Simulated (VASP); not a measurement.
Here is a VASP 6.6.1 calculation.

The input INCAR:

```
PREC     = Accurate       # precision mode
ENCUT    = 520            # plane-wave cutoff, eV
EDIFF    = 1E-6           # SCF threshold, eV
ISMEAR   = 0              # smearing method
SIGMA    = 0.15           # smearing width, eV
LREAL    = F              # projectors in reciprocal space
LASPH    = T              # aspherical terms in the spheres
NELM     = 80             # most SCF steps
ALGO     = Fast           # electronic algorithm
ISIF     = 2              # what is computed and relaxed
LWAVE    = F              # write WAVECAR
LCHARG   = F              # write CHGCAR
GGA      = PS             # functional
NBANDS   = 12             # bands
```

KPOINTS

```
regular mesh
0
Gamma
  22 22 22
```

File POSCAR:

```
Ta
1.0
   -1.6520776018      1.6520776018      1.4227692307
    1.6520776018     -1.6520776018      1.4227692307
    1.6520776018      1.6520776018     -1.4227692307
Ta
1
Direct
    0.0000000000      0.0000000000      0.0000000000
```

Potentials or basis: VASP PAW PBE potentials, release 64 (Ta_pv).

Run with:

```console
$ cat potpaw_PBE.64/Ta_pv/POTCAR > POTCAR
$ mpirun -np 1 vasp_std > vasp.out
```

Task: Estimate the pressure.

Result: 37.3 GPa.

Stress tensor (GPa, compression positive):
```
29.72  0.00  0.00
 0.00 29.72  0.00
 0.00  0.00 52.51
```

Caveat: the PAW data sets were made with another functional, which shifts forces and pressure a little.
